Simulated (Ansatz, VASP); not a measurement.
**RbMgH2 in VASP and in Ansatz**

File INCAR:

```
  PREC = Accurate
  ENCUT = 600
  EDIFF = 1E-7
  ISMEAR = 0
  SIGMA = 0.1
  LREAL = False
  LASPH = True
  NELM = 100
  ALGO = Normal
  ISIF = 3
  LWAVE = False
  LCHARG = False
  GGA = PE
  IBRION = 2
  NSW = 100
  EDIFFG = -0.01
```

File KPOINTS:

```
regular mesh
0
Gamma
  12 12 6
```

POSCAR

```
RbMgH2
1.0
    4.7319937907      0.0000000000      0.0000000000
   -2.3659968953      4.0980268333      0.0000000000
    0.0000000000      0.0000000000      9.2019921387
Rb Mg H
1 1 2
Direct
    0.0000000000      0.0000000000      0.0000000000
    0.0000000000      0.0000000000      0.5000000000
    0.3333333333      0.6666666667      0.0000000000
    0.6666666667      0.3333333333      0.0000000000
```

Input for Ansatz:

```yaml
crystal:
  lattice:
    - [4.7319937907, 0.0, 0.0]
    - [-2.3659968953, 4.0980268333, 0.0]
    - [0.0, 0.0, 9.2019921387]
  atoms:
    - { symbol: Rb, position: [0.0, 0.0, 0.0] }
    - { symbol: Mg, position: [0.0, 0.0, 0.5] }
    - { symbol: H, position: [0.3333333333, 0.6666666667, 0.0] }
    - { symbol: H, position: [0.6666666667, 0.3333333333, 0.0] }
basis:
  ecutwfc: 420
kpoints:
  mp_grid: { grid: [12, 12, 6] }
hamiltonian:
  xc: pbe
scf:
  occupations: { method: gaussian, width: 0.1 }
output:
  forces: true
  stress: true
  eigenvalues: true
  write_density: true
  write_potential: true
  elf: true
  volumetric_format: npy
relax:
  adjacent_minimum: "off"
  f_tol: 0.01
  max_steps: 80
  cell: { stress_tol: 0.05 }
```

Alike in both runs: task relaxation of cell and atoms; functional PBE; k mesh 12 × 12 × 6; occupations gaussian, width 0.1 eV; no spin polarisation.

|  | VASP | Ansatz |
| --- | --- | --- |
| version | VASP 6.6.1 | Ansatz 0.2.0 |
| potentials or method | VASP PAW PBE potentials, release 64 (Rb_sv, Mg, H), cutoff 600 eV | scalar-relativistic, plane waves, PAW |
| valence electrons in the cell | 13 | 21 |

```csv
,VASP,Ansatz,Ansatz less VASP
"gap on the k mesh at the Fermi level, each at its own relaxed structure (eV)",none,none,-
relaxed volume (Å³/atom),44.61,44.61,0.000
relaxed cell length with the largest relative difference (Å),4.732,4.732,0.0000
```

A gap of «none» marks a metal or a gap that the smearing closes. VASP's potentials hold 13 valence electrons a cell and Ansatz's 21, so a difference there can come from the potentials and not from the codes.

Noted on VASP's run: the relaxation stopped at its first step, so nothing moved.
